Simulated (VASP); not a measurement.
Write the native input for VASP 6.6.1 that does the following.

* Task: single point
* Functional: LDA
* Potentials or basis: VASP PAW LDA potentials, release 64 (Ti_sv)
* Cutoff: 520 eV
* k mesh: 11 × 11 × 11
* Occupations: gaussian, width 0.05 eV
* Spin: no spin polarisation
* Dipole correction: no
* Further INCAR settings: ALGO = Normal; EDIFF = 1e-07; NBANDS = 12

The structure of Ti lies in POSCAR:

```
Ti
1.0
    0.0000000000      1.9531076096      1.9531076096
    1.9531076096      0.0000000000      1.9531076096
    1.9531076096      1.9531076096      0.0000000000
Ti
1
Direct
    0.0000000000      0.0000000000      0.0000000000
```

These files were run (other wordings do the same):

INCAR

```
ALGO = Normal
EDIFF = 1E-7
ENCUT = 520
ISIF = 2
ISMEAR = 0
LASPH = True
LCHARG = False
LREAL = False
LWAVE = False
NBANDS = 12
NELM = 100
PREC = Accurate
SIGMA = 0.05
```

KPOINTS

```
k-points
0
Gamma
  11 11 11
```

Potentials or basis: VASP PAW LDA potentials, release 64 (Ti_sv).

The run is started by

```sh
$ cat potpaw_LDA.64/Ti_sv/POTCAR > POTCAR
$ mpirun -np 1 vasp_std > vasp.out
```

It gave:

```json
{
  "Pressure": "9.7 GPa",
  "Band gap on the k mesh": "zero (band 6 reaches 10.64 eV, above the bottom of band 7 at 9.39 eV)"
}
```

Wall time 6.1 s on 1 thread of Intel(R) Xeon(R) 6975P-C (Granite Rapids) (shared host), peak memory 0.13 GiB.
